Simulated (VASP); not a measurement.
Write the native input for VASP 6.6.1 that does the following.

```
Task                   : electric field gradients
Functional             : PBE
Potentials or basis    : VASP PAW PBE potentials, release 64 (Mo_sv)
Cutoff                 : 520 eV
k mesh                 : 16 × 16 × 16
Occupations            : fermi-dirac, width 0.05 eV
Spin                   : no spin polarisation
Dipole correction      : no
Further INCAR settings : ALGO = Normal; EDIFF = 1e-08; NBANDS = 13
```

The structure of Mo lies in POSCAR:

```
Mo
1.0
   -1.5814042767      1.5814042767      1.5814042767
    1.5814042767     -1.5814042767      1.5814042767
    1.5814042767      1.5814042767     -1.5814042767
Mo
1
Direct
    0.0000000000      0.0000000000      0.0000000000
```

This cell differs from its parent crystal: volume scaled by 1.02.

The input as run:

INCAR

```
PREC = Accurate
ENCUT = 520
EDIFF = 1E-8
ISMEAR = -1
SIGMA = 0.05
LREAL = F
LASPH = T
NELM = 100
ALGO = Normal
ISIF = 2
LWAVE = F
LCHARG = F
GGA = PE
LEFG = T
NBANDS = 13
```

KPOINTS

```
regular mesh
0
Gamma
  16 16 16
```

Potentials or basis: VASP PAW PBE potentials, release 64 (Mo_sv).

The run is started by

```bash
$ cat potpaw_PBE.64/Mo_sv/POTCAR > POTCAR
$ mpirun -np 1 vasp_std > vasp.out
```

It gave:

* Pressure: -0.1 GPa
* Band gap on the k mesh: zero (band 7 reaches 16.32 eV, above the bottom of band 8 at 11.07 eV)

Caveat: without QUAD_EFG the Cq values of the log hold for a quadrupole moment of 1 mb, not for the nuclei.

It took 18 s on 1 thread of Intel Xeon 6975P-C, on a shared host, peak memory 0.14 GiB.
